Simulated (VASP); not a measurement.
# GaC3 (Pm-3m) in VASP: single point with PBE

Aim: the single point of GaC3 with PBE.

Program: VASP 6.6.1. These are calculated values, not measurements. Logs are shortened: lines on timing, memory, paths and dates and some standing lists are left out, and cuts for length are marked.

**1. The cell of the first run**

The structure is cubic, space group Pm-3m (No. 221). The conventional cell has a = 3.319 Å, b = 3.319 Å, c = 3.319 Å, α = 90.00°, β = 90.00°, γ = 90.00°. Within 3.1 Å of Ga (site symmetry m-3m) lie 12 C at 2.35 Å. C (site symmetry 4/mmm) has 4 Ga at 2.35 Å and 8 C at 2.35 Å within 3.1 Å.

**2. Single point, PBE**

Contents of INCAR:

```
ALGO = Normal
EDIFF = 1E-6
ENCUT = 520
GGA = PE
ISIF = 2
ISMEAR = -1
LASPH = True
LCHARG = True
LELF = True
LREAL = False
LVHAR = True
LWAVE = False
NBANDS = 20
NELM = 60
PREC = Accurate
SIGMA = 0.1
```

Contents of KPOINTS:

```
k-points
0
Gamma
  7 7 7
```

Contents of POSCAR:

```
GaC3
1.0
    3.3189480000      0.0000000000      0.0000000000
    0.0000000000      3.3189480000      0.0000000000
    0.0000000000      0.0000000000      3.3189480000
Ga C
1 3
Direct
    0.0000000000      0.0000000000      0.0000000000
    0.0000000000      0.5000000000      0.5000000000
    0.5000000000      0.0000000000      0.5000000000
    0.5000000000      0.5000000000      0.0000000000
```

Potentials or basis: VASP PAW PBE potentials, release 64 (Ga_d, C).

The run is started by

```bash
$ cat potpaw_PBE.64/Ga_d/POTCAR potpaw_PBE.64/C/POTCAR > POTCAR
$ mpirun -np 1 vasp_std > vasp.out
```

OUTCAR:

```text
EDIFF = 1E-6
   ENCUT = 520
   GGA = PE
   ISIF = 2
   ISMEAR = -1
   LASPH = True
   LREAL = False
   NELM = 60
   PREC = Accurate

 ion  position               nearest neighbor table
   1  0.000  0.000  0.000-   2 2.35   3 2.35   4 2.35   2 2.35   3 2.35   2 2.35   4 2.35   2 2.35
                             3 2.35   4 2.35   3 2.35   4 2.35
   2  0.000  0.500  0.500-   1 2.35   1 2.35   1 2.35   1 2.35
   3  0.500  0.000  0.500-   1 2.35   1 2.35   1 2.35   1 2.35
   4  0.500  0.500  0.000-   1 2.35   1 2.35   1 2.35   1 2.35

  LATTYP: Found a simple cubic cell.
 ALAT       =     3.3189480000

  Lattice vectors:

 A1 = (   3.3189480000,   0.0000000000,   0.0000000000)
 A2 = (   0.0000000000,   3.3189480000,   0.0000000000)
 A3 = (   0.0000000000,   0.0000000000,   3.3189480000)

Analysis of symmetry for initial positions (statically):
=====================================================================
 Subroutine PRICEL returns:
 Original cell was already a primitive cell.

 Routine SETGRP: Setting up the symmetry group for a
 simple cubic supercell.

 Subroutine GETGRP returns: Found 48 space group operations
 (whereof 48 operations were pure point group operations)
 out of a pool of 48 trial point group operations.

The static configuration has the point symmetry O_h .

Analysis of symmetry for dynamics (positions and initial velocities):
=====================================================================
 Subroutine PRICEL returns:
 Original cell was already a primitive cell.

 Routine SETGRP: Setting up the symmetry group for a
 simple cubic supercell.

 Subroutine GETGRP returns: Found 48 space group operations
 (whereof 48 operations were pure point group operations)
 out of a pool of 48 trial point group operations.

The dynamic configuration has the point symmetry O_h .

 Subroutine INISYM returns: Found 48 space group operations
 (whereof 48 operations are pure point group operations),
 and found     1 'primitive' translations

----------------------------------------------------------------------------------------

                                     Primitive cell

  volume of cell :      36.5596

  direct lattice vectors                    reciprocal lattice vectors
     3.318948000  0.000000000  0.000000000     0.301300292  0.000000000  0.000000000
     0.000000000  3.318948000  0.000000000     0.000000000  0.301300292  0.000000000
     0.000000000  0.000000000  3.318948000     0.000000000  0.000000000  0.301300292

  length of vectors
     3.318948000  3.318948000  3.318948000     0.301300292  0.301300292  0.301300292

  position of ions in fractional coordinates (direct lattice)
     0.000000000  0.000000000  0.000000000
     0.000000000  0.500000000  0.500000000
     0.500000000  0.000000000  0.500000000
     0.500000000  0.500000000  0.000000000

  ion indices of the primitive-cell ions
   primitive index   ion index
                 1           1
                 2           2
                 3           3
                 4           4

----------------------------------------------------------------------------------------

 KPOINTS: k-points

Automatic generation of k-mesh.
 Grid dimensions read from file:
 generate k-points for:    7    7    7

 Generating k-lattice:

  Cartesian coordinates                     Fractional coordinates (reciprocal lattice)
     0.043042899  0.000000000  0.000000000     0.142857143  0.000000000  0.000000000
     0.000000000  0.043042899  0.000000000     0.000000000  0.142857143  0.000000000
     0.000000000  0.000000000  0.043042899     0.000000000  0.000000000  0.142857143

  Length of vectors
     0.043042899  0.043042899  0.043042899

  Shift w.r.t. Gamma in fractional coordinates (k-lattice)
     0.000000000  0.000000000  0.000000000

 Subroutine IBZKPT returns following result:
 ===========================================

 Found     20 irreducible k-points:

 Following reciprocal coordinates:
            Coordinates               Weight
  0.000000  0.000000  0.000000      1.000000
  0.142857  0.000000  0.000000      6.000000
  0.285714  0.000000  0.000000      6.000000
  0.428571  0.000000  0.000000      6.000000
  0.142857  0.142857  0.000000     12.000000
  0.285714  0.142857  0.000000     24.000000
[... 12 lines left out ...]
  0.428571  0.428571  0.285714     24.000000
  0.428571  0.428571  0.428571      8.000000
   k-points           NKPTS =     20   k-points in BZ     NKDIM =     20   number of bands    NBANDS=     20
   number of dos      NEDOS =    301   number of ions     NIONS =      4
   total plane-waves  NPLWV =  21952
   dimension x,y,z NGX =    28 NGY =   28 NGZ =   28
   dimension x,y,z NGXF=    56 NGYF=   56 NGZF=   56
   ions per type =               1   3
   NGX,Y,Z   is equivalent  to a cutoff of  14.03, 14.03, 14.03 a.u.
   NGXF,Y,Z  is equivalent  to a cutoff of  28.05, 28.05, 28.05 a.u.
 SYSTEM =  unknown system
   PREC   = accura    normal or accurate (medium, high low for compatibility)
   ISTART =      0    job   : 0-new  1-cont  2-samecut
   ICHARG =      2    charge: 1-file 2-atom 10-const
   ISPIN  =      1    spin polarized calculation?
   LNONCOLLINEAR =      F non collinear calculations
   LSORBIT =      F    spin-orbit coupling
   LASPH  =      T    aspherical Exc in radial PAW
   ENCUT  =  520.0 eV  38.22 Ry    6.18 a.u.   6.17  6.17  6.17*2*pi/ulx,y,z
   NELM   =     60;   NELMIN=  2; NELMDL= -5     # of ELM steps
   EDIFF  = 0.1E-05   stopping-criterion for ELM
   LREAL  =      F    real-space projection
   EDIFFG = 0.1E-04   stopping-criterion for IOM
   NSW    =      0    number of steps for IOM
   IBRION =     -1    ionic relax: 0-MD 1-quasi-New 2-CG
   NFREE  =      0    steps in history (QN), initial steepest desc. (CG)
   ISIF   =      2    stress and relaxation
   ISYM   =      2    0-nonsym 1-usesym 2-fastsym
   POTIM  = 0.5000    time-step for ionic-motion
   TEBEG  =    0.0;   TEEND  =   0.0 temperature during run
   PSTRESS=    0.0 pullay stress
   NELECT =      25.0000    total number of electrons
   NUPDOWN=      -1.0000    fix difference up-down
   EMIN   =  10.00;   EMAX   =-10.00  energy-range for DOS
   EFERMI =   0.00;   METHOD = LEGACY
   ISMEAR =    -1;   SIGMA  =   0.10  broadening in eV -4-tet -1-fermi 0-gaus
   EFERMI_NEDOS =   21; number of points for ismear=-14 and -15
   IALGO  =     38    algorithm
   IMIX   =      4    mixing-type and parameters
     AMIX     =   0.40;   BMIX     =  1.00
     AMIX_MAG =   1.60;   BMIX_MAG =  1.00
  volume/ion in A,a.u.               =       9.14        61.68
  Fermi-wavevector in a.u.,A,eV,Ry     =   1.442296  2.725544 28.303079  2.080218
  Thomas-Fermi vector in A             =   2.560832
   LORBIT       =      0    0 simple, 1 ext, 2 COOP (PROOUT), +10 PAW based schemes
   GGA     = PE    functional components
   LHFCALC =     F    Hartree Fock is set to
   AEXX    =    0.0000 exact exchange contribution
   IVDW    =     0    specifies the selected vdW correction
   LEPSILON=     F    determine dielectric tensor
   LRPA    =     F    only Hartree local field effects (RPA)
 non-spin polarized calculation
  energy-cutoff  :      520.00
  volume of cell :       36.56
 maximum number of plane-waves:      1021
 NGX is ok and might be reduce to    28
   NGX = 13   NGY = 13   NGZ = 13

 number of electron      25.0000005 magnetization

 Free energy of the ion-electron system (eV)
  ---------------------------------------------------
  ext. energy  EPLUGINS =         0.00000000
  ---------------------------------------------------
  free energy    TOTEN  =       -17.71309919 eV

  energy without entropy =      -17.65368911  energy(sigma->0) =      -17.68339415

 E-fermi :   7.4065     XC(G=0): -12.5333

 val. band max:        7.3797641716   @ k =   0.2857   0.0000   0.0000
 cond. band min:       7.4526204131   @ k =   0.0000   0.0000   0.0000
 fundamental gap:      0.0728562415
 Fermi energy:         7.4064730475

 k-point     1 :       0.0000    0.0000    0.0000
  band No.  band energies     occupation
      1      -9.1656      2.00000
      2      -7.6403      2.00000
      3      -7.6403      2.00000
      4      -7.4353      2.00000
      5      -7.4353      2.00000
      6      -7.4353      2.00000
[... 12 lines left out ...]
     19      19.4118      0.00000
     20      19.4118      0.00000

 k-point     2 :       0.1429    0.0000    0.0000
  band No.  band energies     occupation
      1      -8.9258      2.00000
      2      -7.6320      2.00000
      3      -7.6212      2.00000
      4      -7.4544      2.00000
      5      -7.4544      2.00000
      6      -7.4344      2.00000
[... 12 lines left out ...]
     19      18.6939      0.00000
     20      19.6466      0.00000

 k-point     3 :       0.2857    0.0000    0.0000
  band No.  band energies     occupation
      1      -8.2370      2.00000
      2      -7.6134      2.00000
      3      -7.5541      2.00000
      4      -7.4964      2.00000
      5      -7.4964      2.00000
      6      -7.4323      2.00000
[... 12 lines left out ...]
     19      17.3376      0.00000
     20      18.3792      0.00000

 k-point     4 :       0.4286    0.0000    0.0000
  band No.  band energies     occupation
      1      -7.6731      2.00000
      2      -7.5984      2.00000
      3      -7.5294      2.00000
      4      -7.5294      2.00000
      5      -7.4306      2.00000
      6      -6.9603      2.00000
[... 337 lines left out ...]
 k-point    19 :       0.4286    0.4286    0.2857
  band No.  band energies     occupation
      1      -7.7658      2.00000
      2      -7.6584      2.00000
      3      -7.6524      2.00000
      4      -7.4464      2.00000
      5      -7.3879      2.00000
      6      -3.8817      2.00000
[... 12 lines left out ...]
     19      18.6271      0.00000
     20      19.8816      0.00000

 k-point    20 :       0.4286    0.4286    0.4286
  band No.  band energies     occupation
      1      -7.7382      2.00000
      2      -7.7180      2.00000
      3      -7.7180      2.00000
      4      -7.3835      2.00000
      5      -7.3835      2.00000
      6      -2.8117      2.00000
[... 12 lines left out ...]
     19      20.1927      0.00000
     20      20.7986      0.00000

------------------------ aborting loop because EDIFF is reached ----------------------------------------

  FORCE on cell =-STRESS in cart. coord.  units (eV):
  Direction    XX          YY          ZZ          XY          YZ          ZX
  --------------------------------------------------------------------------------------
  -------------------------------------------------------------------------------------
  Total        0.5611261      0.5611261      0.5611261      0.0000000      0.0000000     -0.0000000
  in kB       24.5906329     24.5906329     24.5906329      0.0000000      0.0000000     -0.0000000
  external PRESSURE =      24.5906329 kB  Pullay stress =       0.0000000 kB

 VOLUME and BASIS-vectors are now :
 -----------------------------------------------------------------------------
  energy-cutoff  :      520.00
  volume of cell :       36.56
      direct lattice vectors                 reciprocal lattice vectors
     3.318948000  0.000000000  0.000000000     0.301300292  0.000000000  0.000000000
     0.000000000  3.318948000  0.000000000     0.000000000  0.301300292  0.000000000
     0.000000000  0.000000000  3.318948000     0.000000000  0.000000000  0.301300292

 POSITION                                       TOTAL-FORCE (eV/Angst)
 -----------------------------------------------------------------------------------
      0.00000      0.00000      0.00000         0.000000      0.000000      0.000000
      0.00000      1.65947      1.65947         0.000000      0.000000      0.000000
      1.65947      0.00000      1.65947         0.000000      0.000000      0.000000
      1.65947      1.65947      0.00000         0.000000      0.000000      0.000000
 -----------------------------------------------------------------------------------
    total drift:                               -0.000000      0.000000      0.000000

  FREE ENERGIE OF THE ION-ELECTRON SYSTEM (eV)
  ---------------------------------------------------
  free  energy   TOTEN  =       -17.7130991941 eV

  energy  without entropy=      -17.6536891113  energy(sigma->0) =      -17.68339415
```

Run time: 17 s. Hardware: 1 thread of Intel Xeon Platinum 8488C (Sapphire Rapids), shared host; peak memory 0.16 GiB.

What came out:

```
Free energy : -17.7131 eV
Pressure    : 2.5 GPa
```
